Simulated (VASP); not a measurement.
A run of VASP 6.6.1:

The input INCAR:

```
SYSTEM = Hf
PREC = Accurate ; ENCUT = 600
EDIFF = 1E-6 ; ISMEAR = 0
SIGMA = 0.1 ; LREAL = .FALSE.
LASPH = .TRUE. ; NELM = 80
ALGO = Fast ; ISIF = 3
LWAVE = .FALSE. ; LCHARG = .FALSE.
GGA = PE ; IBRION = 2
NSW = 80 ; EDIFFG = -0.01
```

KPOINTS

```
regular mesh
0
G
  18 18 10
  0 0 0
```

File POSCAR:

```
Hf
1.0
    3.1967000000      0.0000000000      0.0000000000
   -1.5983500000      2.7684234083      0.0000000000
    0.0000000000      0.0000000000      5.0578000000
Hf
2
Direct
    0.3333333333      0.6666666667      0.2500000000
    0.6666666667      0.3333333333      0.7500000000
```

Potentials or basis: VASP PAW PBE potentials, release 64 (Hf_pv).

Launch:

```bash
$ cat potpaw_PBE.64/Hf_pv/POTCAR > POTCAR
$ mpirun -np 1 vasp_std > vasp.out
```

Hardware: 1 thread of AMD EPYC 9R45 96-Core Processor (Zen 5) (shared host).

Task: Estimate the wall time of this run.

Result: Run time: 5.2 min on 1 thread of AMD EPYC 9R45 96-Core Processor (Zen 5), on a shared host, peak memory 0.28 GiB. Counts: scf iterations 48, k points 222, ion steps 8.
